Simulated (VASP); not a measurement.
# WC: single point with PBE

Crystal: WC.

```
CELL_PARAMETERS angstrom
-1.46089 -2.53033 0.00000
1.46089 -2.53033 0.00000
0.00000 0.00000 8.54123
ATOMIC_POSITIONS crystal
W 0.00000 0.00000 0.33333
W 0.00000 0.00000 0.66667
W 0.00000 0.00000 0.00000
C 0.33333 0.33333 0.16667
C 0.33333 0.33333 0.50000
C 0.33333 0.33333 0.83333
```

* Program: VASP 6.6.1
* Task: single point
* Functional: PBE
* Potentials or basis: VASP PAW PBE potentials, release 64 (W_sv, C)
* Cutoff: 520 eV
* k mesh: 23 × 23 × 7
* Occupations: gaussian, width 0.15 eV
* Spin: no spin polarisation
* Dipole correction: no
* Further INCAR settings: ALGO = Normal; EDIFF = 1e-07; NBANDS = 36

```yaml
Pressure: 1.1 GPa
Band_gap_on_the_k_mesh: zero (bands 27 and 28 overlap by 1.02 eV)
```

Levels at points of the mesh, in eV from the Fermi level:
| k point | band 23 | band 24 | band 25 | band 26 | band 27 | band 28 | band 29 | band 30 | band 31 | band 32 |
| --- | --- | --- | --- | --- | --- | --- | --- | --- | --- | --- |
| (0.00, 0.00, 0.00) | -2.32 | -2.32 | -0.09 | -0.09 | -0.09 | -0.09 | 0.10 | 2.06 | 2.06 | 3.17 |

Run time: 7.2 min on 1 thread of Intel(R) Xeon(R) Platinum 8488C (Sapphire Rapids), on a shared host, peak memory 0.48 GiB.

Caveat: spin-orbit coupling is left out, which moves the levels of the heavy elements.
